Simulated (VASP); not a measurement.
**Te2Mo: single point with revPBE**

Te2Mo, a slab with vacuum:

```xyz
12
Lattice="3.5614 0.0000 0.0000 -1.7807 3.0842 0.0000 0.0000 0.0000 38.9903" Properties=species:S:1:pos:R:3 pbc="T T T"
Te    0.0000    2.0562   12.7975
Te    0.0000    2.0562   37.1116
Te    1.7807    1.0281    5.4618
Te    1.7807    1.0281   29.7742
Te    1.7807    1.0281    1.8786
Te    1.7807    1.0281   26.1928
Te    0.0000    2.0562    9.2161
Te    0.0000    2.0562   33.5285
Mo    1.7807    1.0281   11.0084
Mo    1.7807    1.0281   35.3197
Mo    0.0000    2.0562    3.6706
Mo    0.0000    2.0562   27.9818
```

```json
{
  "Program": "VASP 6.6.1",
  "Task": "single point",
  "Functional": "revPBE",
  "Potentials or basis": "VASP PAW PBE potentials, release 64 (Te, Mo_sv)",
  "Cutoff": "520 eV",
  "k mesh": "9 × 9 × 1",
  "Occupations": "fermi-dirac, width 0.05 eV",
  "Spin": "no spin polarisation",
  "Dipole correction": "no",
  "Further INCAR settings": "ALGO = Normal; EDIFF = 1e-07; NBANDS = 64"
}
```

```yaml
Largest_force: 0.352 eV/Å
Band_gap_on_the_k_mesh: 1.00 eV
```

Forces on the atoms (eV/Å):
```
Te   0.000  0.000  0.352
Te   0.000  0.000  0.252
Te   0.000  0.000  0.261
Te   0.000  0.000  0.253
Te   0.000  0.000 -0.252
Te   0.000  0.000 -0.352
Te   0.000  0.000 -0.253
Te   0.000  0.000 -0.261
Mo   0.000  0.000 -0.010
Mo   0.000  0.000  0.008
Mo   0.000  0.000 -0.008
Mo   0.000  0.000  0.010
```

Levels at points of the mesh, in eV from the valence-band top:
```csv
k point,band 48,band 49,band 50,band 51,band 52,band 53,band 54,band 55,band 56,band 57
"(0.00, 0.00, 0.00)",-0.94,-0.63,-0.27,-0.09,0.00,2.97,2.97,2.98,2.98,3.01
```

Wall time 15 min on 1 thread of Intel(R) Xeon(R) Platinum 8488C (Sapphire Rapids), on a shared host, peak memory 0.64 GiB.

Caveat: the PAW data sets were made with another functional, which shifts forces and pressure a little; spin-orbit coupling is left out, which moves the levels of the heavy elements.
